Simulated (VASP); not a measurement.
# Sc3Ge (Fm-3m) in VASP: notebook, part 2 of 2

VASP 6.6.1. The steps go on from the part before.

**3. Single point, PBE, collinear spin**

This run uses another cell than the first one, of 20.57 Å³/atom.

Input file INCAR:

```
SYSTEM = Sc3Ge
ALGO     = Fast           ! electronic algorithm
EDIFF    = 1E-6           ! SCF threshold, eV
ENCUT    = 520            ! plane-wave cutoff, eV
GGA      = PE             ! functional
ISIF     = 2              ! what is computed and relaxed
ISMEAR   = 0              ! smearing method
ISPIN    = 2              ! spin polarisation
LASPH    = .True.         ! aspherical terms in the spheres
LCHARG   = .False.        ! write CHGCAR
LMAXMIX  = 4              ! l up to which the mixer works
LORBIT   = 11             ! projections on sites
LREAL    = .False.        ! projectors in reciprocal space
LWAVE    = .False.        ! write WAVECAR
MAGMOM   = 1 1 1 0        ! initial moments
NBANDS   = 36             ! bands
NELM     = 150            ! most SCF steps
PREC     = Accurate       ! precision mode
SIGMA    = 0.1            ! smearing width, eV
```

Input file KPOINTS:

```
k-points
0
Gamma
  4 4 4
  0 0 0
```

Input file POSCAR:

```
Sc3Ge
1.0
    0.0000000000      3.4519825164      3.4519825164
    3.4519825164      0.0000000000      3.4519825164
    3.4519825164      3.4519825164      0.0000000000
Sc Ge
3 1
Direct
    0.2500000000      0.2500000000      0.2500000000
    0.7500000000      0.7500000000      0.7500000000
    0.5000000000      0.5000000000      0.5000000000
    0.0000000000      0.0000000000      0.0000000000
```

Potentials or basis: VASP PAW PBE potentials, release 64 (Sc_sv, Ge_d).

On the command line:

```
> cat potpaw_PBE.64/Sc_sv/POTCAR potpaw_PBE.64/Ge_d/POTCAR > POTCAR
> mpirun -np 1 vasp_std > vasp.out
```

OUTCAR:

```text
SYSTEM = Sc3Ge
   EDIFF = 1E-6
   ENCUT = 520
   GGA = PE
   ISIF = 2
   ISMEAR = 0
   ISPIN = 2
   LASPH = .True.
   LORBIT = 11
   LREAL = .False.
   NELM = 150
   PREC = Accurate

 ion  position               nearest neighbor table
   1  0.250  0.250  0.250-   4 2.99   4 2.99   4 2.99   3 2.99   4 2.99   3 2.99   3 2.99   3 2.99

   2  0.750  0.750  0.750-   3 2.99   3 2.99   3 2.99   3 2.99   4 2.99   4 2.99   4 2.99   4 2.99

   3  0.500  0.500  0.500-   1 2.99   1 2.99   1 2.99   1 2.99   2 2.99   2 2.99   2 2.99   2 2.99

   4  0.000  0.000  0.000-   2 2.99   2 2.99   2 2.99   1 2.99   2 2.99   1 2.99   1 2.99   1 2.99

  LATTYP: Found a face centered cubic cell.
 ALAT       =     6.9039650328

  Lattice vectors:

 A1 = (   0.0000000000,   3.4519825164,   3.4519825164)
 A2 = (   3.4519825164,   0.0000000000,   3.4519825164)
 A3 = (   3.4519825164,   3.4519825164,   0.0000000000)
[... 796 lines left out ...]
 [bands above 35 left out]

------------------------ aborting loop because EDIFF is reached ----------------------------------------

  FORCE on cell =-STRESS in cart. coord.  units (eV):
  Direction    XX          YY          ZZ          XY          YZ          ZX
  --------------------------------------------------------------------------------------
  -------------------------------------------------------------------------------------
  Total        0.1797385      0.1797385      0.1797385      0.0000000     -0.0000000      0.0000000
  in kB        3.5003854      3.5003854      3.5003854      0.0000000     -0.0000000      0.0000000
  external PRESSURE =       3.5003854 kB  Pullay stress =       0.0000000 kB

 VOLUME and BASIS-vectors are now :
 -----------------------------------------------------------------------------
  energy-cutoff  :      520.00
  volume of cell :       82.27
      direct lattice vectors                 reciprocal lattice vectors
     0.000000000  3.451982516  3.451982516    -0.144844303  0.144844303  0.144844303
     3.451982516  0.000000000  3.451982516     0.144844303 -0.144844303  0.144844303
     3.451982516  3.451982516  0.000000000     0.144844303  0.144844303 -0.144844303

 POSITION                                       TOTAL-FORCE (eV/Angst)
 -----------------------------------------------------------------------------------
      1.72599      1.72599      1.72599        -0.000000     -0.000000     -0.000000
      5.17797      5.17797      5.17797         0.000000      0.000000      0.000000
      3.45198      3.45198      3.45198         0.000000      0.000000      0.000000
      0.00000      0.00000      0.00000         0.000000      0.000000      0.000000
 -----------------------------------------------------------------------------------
    total drift:                                0.000000      0.000000      0.000000

  FREE ENERGIE OF THE ION-ELECTRON SYSTEM (eV)
  ---------------------------------------------------
  free  energy   TOTEN  =       -24.1126128299 eV

  energy  without entropy=      -24.0821275331  energy(sigma->0) =      -24.09737018

 total charge

# of ion       s       p       d       tot
------------------------------------------
    1        2.219   6.122   1.144   9.485
    2        2.219   6.122   1.144   9.485
    3        2.307   6.073   1.210   9.590
    4        1.095   1.177  10.003  12.275
--------------------------------------------------
tot          7.840  19.494  13.502  40.835

 magnetization (x)

# of ion       s       p       d       tot
------------------------------------------
    1        0.014   0.036   0.280   0.330
    2        0.014   0.036   0.280   0.330
    3        0.016   0.023   0.585   0.624
    4       -0.005  -0.031   0.008  -0.028
--------------------------------------------------
tot          0.038   0.065   1.152   1.255
```

OSZICAR:

```text
N       E                     dE             d eps       ncg     rms          rms(c)
DAV:   1     0.790252530471E+03    0.79025E+03   -0.21166E+04  1252   0.233E+03
DAV:   2     0.627909181954E+02   -0.72746E+03   -0.70521E+03  1256   0.788E+02
DAV:   3    -0.204539201829E+02   -0.83245E+02   -0.79807E+02  1576   0.249E+02
DAV:   4    -0.257601685746E+02   -0.53062E+01   -0.51965E+01  1712   0.609E+01
DAV:   5    -0.259884039152E+02   -0.22824E+00   -0.22734E+00  1848   0.123E+01    0.130E+01
RMM:   6    -0.240283604825E+02    0.19600E+01   -0.42461E+00  1466   0.152E+01    0.475E+00
RMM:   7    -0.240974415961E+02   -0.69081E-01   -0.32562E+00  1759   0.912E+00    0.225E+00
RMM:   8    -0.241190595994E+02   -0.21618E-01   -0.37293E-01  1736   0.373E+00    0.118E+00
RMM:   9    -0.241120988674E+02    0.69607E-02   -0.70422E-02  1719   0.201E+00    0.728E-01
RMM:  10    -0.241126045583E+02   -0.50569E-03   -0.20029E-02  1933   0.917E-01    0.285E-01
RMM:  11    -0.241124793605E+02    0.12520E-03   -0.93738E-03  1765   0.672E-01    0.109E-01
RMM:  12    -0.241126487644E+02   -0.16940E-03   -0.18152E-03  1944   0.273E-01    0.635E-02
RMM:  13    -0.241126213540E+02    0.27410E-04   -0.36506E-04  1801   0.144E-01    0.350E-02
RMM:  14    -0.241126086686E+02    0.12685E-04   -0.14864E-04  1726   0.922E-02    0.125E-02
RMM:  15    -0.241126123573E+02   -0.36887E-05   -0.36997E-05  1795   0.406E-02    0.412E-03
RMM:  16    -0.241126128299E+02   -0.47257E-06   -0.66187E-06  1448   0.178E-02
   1 F= -.24112613E+02 E0= -.24097370E+02  d E =-.304853E-01  mag=     1.8373
```

stdout:

```text
POSCAR found type information on POSCAR ScGe
 POSCAR found :  2 types and       4 ions
 scaLAPACK will be used
 LDA part: xc-table for (Slater+PW92), standard interpolation
 POSCAR, INCAR and KPOINTS ok, starting setup
 FFT: planning ... GRIDC
 FFT: planning ... GRID_SOFT
 FFT: planning ... GRID
 WAVECAR not read
 entering main loop
```

Run time: 49 s. Hardware: 1 thread of Intel Xeon Platinum 8488C (Sapphire Rapids), shared host; peak memory 0.25 GiB.

What came out:

| Property | Result |
| --- | --- |
| Free energy | -24.1126 eV |
| Pressure | 0.4 GPa |
| Net moment | 1.84 μB per cell |
| Site moments | Sc +0.33, +0.62 (each value once); Ge -0.03 μB |
| Valence electrons inside the program's atomic spheres | Sc 9.48, 9.59 (each value once); Ge 12.28 |

Caveat: the k points lie up to 0.39 Å⁻¹ apart.
